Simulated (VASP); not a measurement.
A run of VASP 6.6.1 is set up as follows.

File INCAR:

```
SYSTEM = CrCd3S4
PREC = Accurate ; ENCUT = 400
EDIFF = 1E-6 ; ISMEAR = 0
SIGMA = 0.01 ; LREAL = .FALSE.
LASPH = .TRUE. ; NELM = 200
ALGO = Normal ; ISIF = 2
LWAVE = .FALSE. ; LCHARG = .FALSE.
ISPIN = 2 ; MAGMOM = 3 0 0 0 0 0 0 0
LORBIT = 11 ; LMAXMIX = 4
GGA = PE ; NBANDS = 50
GGA_COMPAT = .FALSE.
```

KPOINTS

```
regular mesh
0
G
  3 3 3
  0 0 0
```

POSCAR

```
CrCd3S4
1.0
    5.8100000000      0.0000000000      0.0000000000
    0.0000000000      5.8100000000      0.0000000000
    0.0000000000      0.0000000000      5.8100000000
Cr S Cd
1 4 3
Direct
    0.9980368900      0.0065286900      0.0097648700
    0.2633747200      0.2478537400      0.2598569200
    0.2518729900      0.7390465200      0.7580656900
    0.7547382300      0.2595006400      0.7563521900
    0.7369558100      0.7482439800      0.2541840900
    0.0000249800      0.5074379500      0.4961157200
    0.4953755400      0.9921892200      0.5102339400
    0.5001506400      0.4928554600      0.9930396900
```

Potentials or basis: VASP PAW PBE potentials, release 64 (Cr_pv, S, Cd).

Run with:

```bash
$ cat potpaw_PBE.64/Cr_pv/POTCAR potpaw_PBE.64/S/POTCAR potpaw_PBE.64/Cd/POTCAR > POTCAR
$ mpirun -np 1 vasp_std > vasp.out
```

Task: Predict the largest force.

Result: 1.389 eV/Å.

Task: Estimate the pressure.

Result: 1.2 GPa.

Task: Predict the band gap on the k mesh.

Result: Zero (filled and empty bands overlap).

Task: Estimate the net moment.

Result: 4.00 μB per cell.

Stress tensor (GPa, compression positive):
```
 1.20 -0.90 -0.20
-0.90  1.12 -0.28
-0.20 -0.28  1.14
```

Caveat: the k points lie up to 0.36 Å⁻¹ apart; a cell with one magnetic atom can't hold antiferromagnetic order, which such compounds often take; forces of over 1 eV/Å act on the atoms, so gaps and moduli don't describe the material at rest. With open d or f shells a metallic result of PBE can be an artefact of self-interaction; +U or a hybrid may open a gap.
